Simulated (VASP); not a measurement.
Here is a VASP 6.6.1 calculation.

POSCAR

```
Re
1.0
    2.5300000000      0.0000000000      0.0000000000
    0.0000000000      2.5300000000      0.0000000000
    0.0000000000      0.0000000000      2.5300000000
Re
1
Direct
    0.0000000000      0.0000000000      0.0000000000
```

Contents of INCAR.step1:

```
PREC = Accurate
ENCUT = 600
ISMEAR = -1
SIGMA = 0.05
LREAL = False
LASPH = True
NELM = 80
GGA = PE
ALGO = Normal
EDIFF = 1E-4
LWAVE = True
LCHARG = False
```

The input INCAR.step2:

```
PREC = Accurate
ENCUT = 600
EDIFF = 1E-6
ISMEAR = -1
SIGMA = 0.05
LREAL = False
LASPH = True
NELM = 80
ALGO = Normal
ISIF = 3
LWAVE = False
LCHARG = False
METAGGA = R2SCAN
LMIXTAU = True
IBRION = 2
NSW = 60
EDIFFG = -0.02
PSTRESS = 200.0
ISTART = 1
```

KPOINTS

```
regular mesh
0
Gamma
  7 7 7
```

Potentials or basis: VASP PAW PBE potentials, release 64 (Re).

The run is started by

```sh
$ cat potpaw_PBE.64/Re/POTCAR > POTCAR
$ cp INCAR.step1 INCAR
$ mpirun -np 1 vasp_std > vasp.out
$ cp INCAR.step2 INCAR
$ mpirun -np 1 vasp_std > vasp.out
```

(1) What does it give for the relaxed volume?

(2) Predict the relaxed cell.

(3) Predict the space group after relaxing (to 0.05 Å).

Results:

(1) 15.87 Å³/atom.

(2) a = 2.513 Å, b = 2.513 Å, c = 2.513 Å, α = 90.00°, β = 90.00°, γ = 90.00°.

(3) Pm-3m (No. 221).

Caveat: the cell is relaxed towards a set pressure, so the enthalpy falls and the energy may rise; the PAW data sets were made with another functional, which shifts forces and pressure a little.
